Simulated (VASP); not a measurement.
# KCl (I4/mmm) in VASP: further runs

KCl is run at these levels: r2SCAN; tasks: single point.

All numbers are computed with VASP 6.6.1; they aren't measurements. Logs are shortened: lines on timing, memory, paths and dates and some standing lists are left out, and cuts for length are marked.

### Step 1. The cell of the first run

It takes space group I4/mmm (No. 139, tetragonal). The conventional cell has a = 4.820 Å, b = 4.820 Å, c = 5.807 Å, α = 90.00°, β = 90.00°, γ = 90.00°. K (site symmetry 4/mmm) has 6 Cl at 2.90 to 3.41 Å within 3.8 Å. Cl (site symmetry 4/mmm) has 6 K at 2.90 to 3.41 Å within 3.8 Å.

### Step 2. Single point, r2SCAN (strain +0.080 along x and y, -0.080 along z)

POSCAR reads:

```
KCl
1.0
    0.0000000000      3.4085880000      2.9036120000
    3.4085880000      0.0000000000      2.9036120000
    3.4085880000      3.4085880000      0.0000000000
K Cl
1 1
Direct
    0.0000000000      0.0000000000      0.0000000000
    0.5000000000      0.5000000000      0.5000000000
```

INCAR.step1 reads:

```
SYSTEM = KCl
PREC     = Accurate       ! precision mode
ENCUT    = 550            ! plane-wave cutoff, eV
ISMEAR   = 0              ! smearing method
SIGMA    = 0.05           ! smearing width, eV
LREAL    = .FALSE.        ! projectors in reciprocal space
LASPH    = .TRUE.         ! aspherical terms in the spheres
NELM     = 120            ! most SCF steps
NBANDS   = 15             ! bands
GGA      = PE             ! functional
ALGO     = Normal         ! electronic algorithm
EDIFF    = 1E-5           ! SCF threshold, eV
LWAVE    = .TRUE.         ! write WAVECAR
LCHARG   = .FALSE.        ! write CHGCAR
GGA_COMPAT= .FALSE.
```

INCAR.step2 reads:

```
SYSTEM = KCl
PREC     = Accurate       ! precision mode
ENCUT    = 550            ! plane-wave cutoff, eV
EDIFF    = 1E-6           ! SCF threshold, eV
ISMEAR   = 0              ! smearing method
SIGMA    = 0.05           ! smearing width, eV
LREAL    = .FALSE.        ! projectors in reciprocal space
LASPH    = .TRUE.         ! aspherical terms in the spheres
NELM     = 120            ! most SCF steps
ALGO     = Normal         ! electronic algorithm
ISIF     = 2              ! what is computed and relaxed
LWAVE    = .FALSE.        ! write WAVECAR
LCHARG   = .FALSE.        ! write CHGCAR
METAGGA  = R2SCAN         ! meta-GGA
LMIXTAU  = .TRUE.       
NBANDS   = 15             ! bands
ISTART   = 1            
GGA_COMPAT= .FALSE.
```

KPOINTS reads:

```
regular mesh
0
G
  6 6 6
  0 0 0
```

Potentials or basis: VASP PAW PBE potentials, release 64 (K_sv, Cl).

Run with:

```
$ cat potpaw_PBE.64/K_sv/POTCAR potpaw_PBE.64/Cl/POTCAR > POTCAR
$ cp INCAR.step1 INCAR
$ mpirun -np 1 vasp_std > vasp.out
$ cp INCAR.step2 INCAR
$ mpirun -np 1 vasp_std > vasp.out
```

OUTCAR:

```text
SYSTEM = KCl
   PREC = Accurate
   ENCUT = 550
   EDIFF = 1E-6
   ISMEAR = 0
   LREAL = .FALSE.
   LASPH = .TRUE.
   NELM = 120
   ISIF = 2
   METAGGA = R2SCAN
   ISTART = 1

 ion  position               nearest neighbor table
   1  0.000  0.000  0.000-   2 2.90   2 2.90
   2  0.500  0.500  0.500-   1 2.90   1 2.90

  LATTYP: Found a body centered tetragonal cell.
 ALAT       =     4.8204713781
 C/A-ratio  =     1.2047004420

  Lattice vectors:

 A1 = (   0.0000000000,  -3.4085880000,  -2.9036120000)
 A2 = (   0.0000000000,   3.4085880000,  -2.9036120000)
 A3 = (   3.4085880000,   0.0000000000,   2.9036120000)

Analysis of symmetry for initial positions (statically):
=====================================================================
 Subroutine PRICEL returns:
 Original cell was already a primitive cell.

 Routine SETGRP: Setting up the symmetry group for a
 body centered tetragonal supercell.

 Subroutine GETGRP returns: Found 16 space group operations
 (whereof 16 operations were pure point group operations)
 out of a pool of 16 trial point group operations.

The static configuration has the point symmetry D_4h.

Analysis of symmetry for dynamics (positions and initial velocities):
=====================================================================
 Subroutine PRICEL returns:
 Original cell was already a primitive cell.

 Routine SETGRP: Setting up the symmetry group for a
 body centered tetragonal supercell.

 Subroutine GETGRP returns: Found 16 space group operations
 (whereof 16 operations were pure point group operations)
 out of a pool of 16 trial point group operations.

The dynamic configuration has the point symmetry D_4h.

 Subroutine INISYM returns: Found 16 space group operations
 (whereof 16 operations are pure point group operations),
 and found     1 'primitive' translations

----------------------------------------------------------------------------------------

                                     Primitive cell

  volume of cell :      67.4711

  direct lattice vectors                    reciprocal lattice vectors
     0.000000000  3.408588000  2.903612000    -0.146688306  0.146688306  0.172199316
     3.408588000  0.000000000  2.903612000     0.146688306 -0.146688306  0.172199316
     3.408588000  3.408588000  0.000000000     0.146688306  0.146688306 -0.172199316

  length of vectors
     4.477659523  4.477659523  4.820471378     0.269606236  0.269606236  0.269606236

  position of ions in fractional coordinates (direct lattice)
     0.000000000  0.000000000  0.000000000
     0.500000000  0.500000000  0.500000000

  ion indices of the primitive-cell ions
   primitive index   ion index
                 1           1
                 2           2

----------------------------------------------------------------------------------------

 KPOINTS: regular mesh

Automatic generation of k-mesh.
 Grid dimensions read from file:
 generate k-points for:    6    6    6

 Generating k-lattice:

  Cartesian coordinates                     Fractional coordinates (reciprocal lattice)
    -0.024448051  0.024448051  0.028699886     0.166666667  0.000000000  0.000000000
     0.024448051 -0.024448051  0.028699886     0.000000000  0.166666667  0.000000000
     0.024448051  0.024448051 -0.028699886     0.000000000  0.000000000  0.166666667

  Length of vectors
     0.044934373  0.044934373  0.044934373

  Shift w.r.t. Gamma in fractional coordinates (k-lattice)
     0.000000000  0.000000000  0.000000000

 Subroutine IBZKPT returns following result:
 ===========================================

 Found     30 irreducible k-points:

 Following reciprocal coordinates:
            Coordinates               Weight
  0.000000  0.000000  0.000000      1.000000
  0.166667 -0.000000  0.000000      8.000000
  0.333333  0.000000  0.000000      8.000000
  0.500000  0.000000  0.000000      4.000000
  0.166667  0.166667  0.000000      2.000000
  0.333333  0.166667  0.000000      8.000000
[... 16 lines left out ...]
  0.333333  0.000000  0.333333      4.000000
  0.500000  0.000000  0.333333     16.000000
 [... further k-points ...]
   k-points           NKPTS =     30   k-points in BZ     NKDIM =     30   number of bands    NBANDS=     15
   number of dos      NEDOS =    301   number of ions     NIONS =      2
   total plane-waves  NPLWV =  51840
   dimension x,y,z NGX =    36 NGY =   36 NGZ =   40
   dimension x,y,z NGXF=    72 NGYF=   72 NGZF=   80
   ions per type =               1   1
   NGX,Y,Z   is equivalent  to a cutoff of  13.37, 13.37, 13.79 a.u.
   NGXF,Y,Z  is equivalent  to a cutoff of  26.73, 26.73, 27.59 a.u.
 SYSTEM =  KCl
   PREC   = accura    normal or accurate (medium, high low for compatibility)
   ISTART =      1    job   : 0-new  1-cont  2-samecut
   ICHARG =      0    charge: 1-file 2-atom 10-const
   ISPIN  =      1    spin polarized calculation?
   LNONCOLLINEAR =      F non collinear calculations
   LSORBIT =      F    spin-orbit coupling
   LASPH  =      T    aspherical Exc in radial PAW
   ENCUT  =  550.0 eV  40.42 Ry    6.36 a.u.   8.56  8.56  9.22*2*pi/ulx,y,z
   NELM   =    120;   NELMIN=  2; NELMDL=  0     # of ELM steps
   EDIFF  = 0.1E-05   stopping-criterion for ELM
   LREAL  =      F    real-space projection
   EDIFFG = 0.1E-04   stopping-criterion for IOM
   NSW    =      0    number of steps for IOM
   IBRION =     -1    ionic relax: 0-MD 1-quasi-New 2-CG
   NFREE  =      0    steps in history (QN), initial steepest desc. (CG)
   ISIF   =      2    stress and relaxation
   ISYM   =      2    0-nonsym 1-usesym 2-fastsym
   POTIM  = 0.5000    time-step for ionic-motion
   TEBEG  =    0.0;   TEEND  =   0.0 temperature during run
   PSTRESS=    0.0 pullay stress
   NELECT =      16.0000    total number of electrons
   NUPDOWN=      -1.0000    fix difference up-down
   EMIN   =  10.00;   EMAX   =-10.00  energy-range for DOS
   EFERMI =   0.00;   METHOD = LEGACY
   ISMEAR =     0;   SIGMA  =   0.05  broadening in eV -4-tet -1-fermi 0-gaus
   EFERMI_NEDOS =   21; number of points for ismear=-14 and -15
   IALGO  =     38    algorithm
   IMIX   =      4    mixing-type and parameters
     AMIX     =   0.40;   BMIX     =  1.00
     AMIX_MAG =   1.60;   BMIX_MAG =  1.00
  volume/ion in A,a.u.               =      33.74       227.66
  Fermi-wavevector in a.u.,A,eV,Ry     =   1.013310  1.914878 13.970421  1.026797
  Thomas-Fermi vector in A             =   2.146471
   LORBIT       =      0    0 simple, 1 ext, 2 COOP (PROOUT), +10 PAW based schemes
   METAGGA = R2SCAN    functional components
   LHFCALC =     F    Hartree Fock is set to
   AEXX    =    0.0000 exact exchange contribution
   IVDW    =     0    specifies the selected vdW correction
   LEPSILON=     F    determine dielectric tensor
   LRPA    =     F    only Hartree local field effects (RPA)
 non-spin polarized calculation
 Gauss-broadening in eV      SIGMA  =   0.05
  energy-cutoff  :      550.00
  volume of cell :       67.47
 maximum number of plane-waves:      2003
 NGX is ok and might be reduce to    36
   NGX = 17   NGY = 17   NGZ = 19

 number of electron      15.9999999 magnetization

 Free energy of the ion-electron system (eV)
  ---------------------------------------------------
  ext. energy  EPLUGINS =         0.00000000
  ---------------------------------------------------
  free energy    TOTEN  =       -16.36090291 eV

  energy without entropy =      -16.36090291  energy(sigma->0) =      -16.36090291

 E-fermi :  -2.1606     XC(G=0):  -7.5627

 val. band max:       -2.4659479219   @ k =   0.0000   0.0000   0.0000
 cond. band min:       2.9264101244   @ k =   0.0000   0.0000   0.0000
 fundamental gap:      5.3923580463
 Fermi energy:        -2.1605908013

 k-point     1 :       0.0000    0.0000    0.0000
  band No.  band energies     occupation
      1     -30.9561      2.00000
      2     -15.1766      2.00000
      3     -13.6658      2.00000
      4     -13.6658      2.00000
      5     -13.6639      2.00000
      6      -2.5903      2.00000
      7      -2.5903      2.00000
      8      -2.4659      2.00000
      9       2.9264      0.00000
     10       6.1945      0.00000
     11       6.1945      0.00000
     12       7.0053      0.00000
     13       7.1495      0.00000
     14       8.0438      0.00000
     15      10.6653      0.00000

 k-point     2 :       0.1667   -0.0000    0.0000
  band No.  band energies     occupation
      1     -30.9542      2.00000
      2     -15.2441      2.00000
      3     -13.6716      2.00000
      4     -13.6691      2.00000
      5     -13.5659      2.00000
      6      -2.8223      2.00000
      7      -2.6615      2.00000
      8      -2.6061      2.00000
      9       3.4939      0.00000
     10       6.1975      0.00000
     11       6.5623      0.00000
     12       7.1741      0.00000
     13       7.3219      0.00000
     14       8.4817      0.00000
     15      11.4993      0.00000

 k-point     3 :       0.3333    0.0000    0.0000
  band No.  band energies     occupation
      1     -30.9504      2.00000
      2     -15.3605      2.00000
      3     -13.6832      2.00000
      4     -13.6760      2.00000
      5     -13.3864      2.00000
      6      -3.2972      2.00000
      7      -2.7966      2.00000
      8      -2.7850      2.00000
      9       4.6756      0.00000
     10       6.1618      0.00000
     11       7.5339      0.00000
     12       7.9049      0.00000
     13       8.1213      0.00000
     14       9.5354      0.00000
     15      10.3373      0.00000
[... 343 lines left out ...]
 k-point    23 :       0.3333    0.0000    0.3333
  band No.  band energies     occupation
      1     -30.9501      2.00000
      2     -15.1466      2.00000
      3     -13.7053      2.00000
      4     -13.6992      2.00000
      5     -13.6765      2.00000
      6      -3.1820      2.00000
      7      -2.6791      2.00000
      8      -2.6140      2.00000
      9       4.9814      0.00000
     10       5.0654      0.00000
     11       7.8403      0.00000
     12       8.3770      0.00000
     13       8.4471      0.00000
     14       8.8436      0.00000
     15       9.6305      0.00000

 k-point    24 :       0.5000    0.0000    0.3333
  band No.  band energies     occupation
      1     -30.9482      2.00000
      2     -15.1944      2.00000
      3     -13.7457      2.00000
      4     -13.6827      2.00000
      5     -13.5964      2.00000
      6      -3.2025      2.00000
      7      -2.8432      2.00000
      8      -2.7306      2.00000
      9       5.1142      0.00000
     10       6.0349      0.00000
     11       7.3892      0.00000
     12       8.5287      0.00000
     13       8.9158      0.00000
     14       9.2410      0.00000
     15       9.5083      0.00000

 [... further k-points ...]

------------------------ aborting loop because EDIFF is reached ----------------------------------------

  FORCE on cell =-STRESS in cart. coord.  units (eV):
  Direction    XX          YY          ZZ          XY          YZ          ZX
  --------------------------------------------------------------------------------------
  -------------------------------------------------------------------------------------
  Total       -0.8767278     -0.8767278      1.8663582      0.0000000      0.0000000     -0.0000000
  in kB      -20.8188999    -20.8188999     44.3187992      0.0000000      0.0000000     -0.0000000
  external PRESSURE =       0.8936665 kB  Pullay stress =       0.0000000 kB

 VOLUME and BASIS-vectors are now :
 -----------------------------------------------------------------------------
  energy-cutoff  :      550.00
  volume of cell :       67.47
      direct lattice vectors                 reciprocal lattice vectors
     0.000000000  3.408588000  2.903612000    -0.146688306  0.146688306  0.172199316
     3.408588000  0.000000000  2.903612000     0.146688306 -0.146688306  0.172199316
     3.408588000  3.408588000  0.000000000     0.146688306  0.146688306 -0.172199316

 POSITION                                       TOTAL-FORCE (eV/Angst)
 -----------------------------------------------------------------------------------
      0.00000      0.00000      0.00000        -0.000000     -0.000000      0.000000
      3.40859      3.40859      2.90361         0.000000      0.000000      0.000000
 -----------------------------------------------------------------------------------
    total drift:                                0.000000      0.000000      0.000000

  FREE ENERGIE OF THE ION-ELECTRON SYSTEM (eV)
  ---------------------------------------------------
  free  energy   TOTEN  =       -16.3609029099 eV

  energy  without entropy=      -16.3609029099  energy(sigma->0) =      -16.36090291
```

Wall time 5.6 min (1 thread of AMD EPYC 7R13, shared host); peak memory 0.21 GiB.

What came out:

```yaml
Free_energy: -16.3609 eV
Pressure: 0.1 GPa
Band_gap_on_the_k_mesh: 5.39 eV
```

Levels at points of the mesh, in eV from the valence-band top:
```
           k point  band 6  band 7  band 8  band 9  band 10  band 11
(0.00, 0.00, 0.00)   -0.12   -0.12    0.00    5.39     8.66     8.66
(0.50, 0.00, 0.00)   -1.05   -0.40   -0.40    7.78     8.75    10.92
(0.50, 0.50, 0.00)   -0.49   -0.42   -0.42    6.80     9.06    10.73
(0.50, 0.00, 0.50)   -0.77   -0.24   -0.19    7.17     8.60     9.74
```

Caveat: the cell differs from its parent crystal (strain +0.080 along x and y, -0.080 along z); the PAW data sets were made with another functional, which shifts forces and pressure a little.

### Step 3. Single point, r2SCAN (strain +0.000 along x and y, +0.080 along z)

POSCAR reads:

```
KCl
1.0
    0.0000000000      3.1561000000      3.4085880000
    3.1561000000      0.0000000000      3.4085880000
    3.1561000000      3.1561000000      0.0000000000
K Cl
1 1
Direct
    0.0000000000      0.0000000000      0.0000000000
    0.5000000000      0.5000000000      0.5000000000
```

INCAR.step1 reads:

```
PREC = Accurate ; ENCUT = 550
ISMEAR = 0 ; SIGMA = 0.05
LREAL = F ; LASPH = T
NELM = 120 ; NBANDS = 15
GGA = PE ; ALGO = Normal
EDIFF = 1E-5 ; LWAVE = T
LCHARG = F ; GGA_COMPAT = F
```

INCAR.step2 reads:

```
PREC = Accurate ; ENCUT = 550
EDIFF = 1E-6 ; ISMEAR = 0
SIGMA = 0.05 ; LREAL = F
LASPH = T ; NELM = 120
ALGO = Normal ; ISIF = 2
LWAVE = F ; LCHARG = F
METAGGA = R2SCAN ; LMIXTAU = T
NBANDS = 15 ; ISTART = 1
GGA_COMPAT = F
```

KPOINTS reads:

```
Automatic mesh
0
Gamma
  6 6 6
```

Potentials or basis: VASP PAW PBE potentials, release 64 (K_sv, Cl).

Run with:

```
$ cat potpaw_PBE.64/K_sv/POTCAR potpaw_PBE.64/Cl/POTCAR > POTCAR
$ cp INCAR.step1 INCAR
$ mpirun -np 1 vasp_std > vasp.out
$ cp INCAR.step2 INCAR
$ mpirun -np 1 vasp_std > vasp.out
```

Wall time 5 min (1 thread of AMD EPYC 7R13, shared host); peak memory 0.2 GiB.

It converged, with:

- Free energy: -16.4642 eV
- Pressure: -1.1 GPa
- Band gap on the k mesh: 5.52 eV

Stress tensor (GPa, compression positive):
```
-0.56  0.00  0.00
 0.00 -0.56  0.00
 0.00  0.00 -2.18
```

Levels at points of the mesh, in eV from the valence-band top:
```csv
k point,band 5,band 6,band 7,band 8,band 9,band 10,band 11,band 12
"(0.00, 0.00, 0.00)",-11.17,-0.03,0.00,0.00,5.52,8.69,9.15,9.15
"(0.50, 0.00, 0.00)",-10.96,-0.92,-0.28,-0.28,7.86,8.86,11.00,11.11
"(0.50, 0.50, 0.00)",-11.20,-0.66,-0.16,-0.16,7.17,8.79,9.84,10.85
"(0.50, 0.00, 0.50)",-11.22,-0.59,-0.26,-0.22,7.06,8.84,10.31,11.02
```

Caveat: the cell differs from its parent crystal (strain +0.000 along x and y, +0.080 along z); the PAW data sets were made with another functional, which shifts forces and pressure a little.

### Step 4. Single point, r2SCAN (strain +0.040 along x and y, +0.000 along z)

POSCAR reads:

```
KCl
1.0
    0.0000000000      3.2823440000      3.1561000000
    3.2823440000      0.0000000000      3.1561000000
    3.2823440000      3.2823440000      0.0000000000
K Cl
1 1
Direct
    0.0000000000      0.0000000000      0.0000000000
    0.5000000000      0.5000000000      0.5000000000
```

INCAR.step1 is that of step 3.

INCAR.step2: that of step 3 with these lines changed.

```diff
@@ -5,4 +5,5 @@
 ALGO = Normal ; ISIF = 2
-LWAVE = F ; LCHARG = F
+LWAVE = F ; LCHARG = T
 METAGGA = R2SCAN ; LMIXTAU = T
+LELF = T ; LVHAR = T
 NBANDS = 15 ; ISTART = 1
```

KPOINTS reads:

```
regular mesh
0
Gamma
  6 6 6
```

Run with:

```
$ cat potpaw_PBE.64/K_sv/POTCAR potpaw_PBE.64/Cl/POTCAR > POTCAR
$ cp INCAR.step1 INCAR
$ mpirun -np 1 vasp_std > vasp.out
$ cp INCAR.step2 INCAR
$ mpirun -np 1 vasp_std > vasp.out
```

Wall time 4.9 min (1 thread of AMD EPYC 7R13, shared host); peak memory 0.2 GiB.

It converged, with:

* Free energy: -16.4762 eV
* Pressure: -1.3 GPa
* Band gap on the k mesh: 5.52 eV

Stress tensor (GPa, compression positive):
```
-1.65  0.00  0.00
 0.00 -1.65  0.00
 0.00  0.00 -0.60
```

Levels at points of the mesh, in eV from the valence-band top:
| k point | band 5 | band 6 | band 7 | band 8 | band 9 | band 10 | band 11 | band 12 |
| --- | --- | --- | --- | --- | --- | --- | --- | --- |
| (0.00, 0.00, 0.00) | -11.18 | -0.02 | -0.02 | 0.00 | 5.52 | 8.90 | 8.90 | 9.13 |
| (0.50, 0.00, 0.00) | -11.00 | -0.91 | -0.27 | -0.27 | 7.86 | 8.87 | 10.99 | 11.06 |
| (0.50, 0.50, 0.00) | -11.24 | -0.58 | -0.24 | -0.24 | 7.04 | 8.85 | 10.32 | 10.99 |
| (0.50, 0.00, 0.50) | -11.22 | -0.63 | -0.21 | -0.20 | 7.11 | 8.79 | 10.08 | 10.91 |

Caveat: the cell differs from its parent crystal (strain +0.040 along x and y, +0.000 along z); the PAW data sets were made with another functional, which shifts forces and pressure a little.

### Step 5. Overview

| cell | gap on the mesh (eV) | pressure (GPa) |
| --- | --- | --- |
| a = 4.478, b = 4.478, c = 4.820 Å, angles 57.4, 57.4, 65.1°, 2 atoms | 5.39 | 0.1 |
| a = 4.645, b = 4.645, c = 4.463 Å, angles 61.3, 61.3, 57.4°, 2 atoms | 5.52 | -1.1 |
| a = 4.554, b = 4.554, c = 4.642 Å, angles 59.4, 59.4, 61.3°, 2 atoms | 5.52 | -1.3 |

Alike in all rows: task single point; level r2SCAN; potentials or basis VASP PAW PBE potentials, release 64 (K_sv, Cl); no spin polarisation; k mesh 6 × 6 × 6; cutoff (eV) 550; smearing gaussian 0.05 eV.

Caveats: the PAW data sets were made with another functional, which shifts forces and pressure a little.

Total energies depend on the potentials used, so only differences within one code and one set of settings carry meaning.
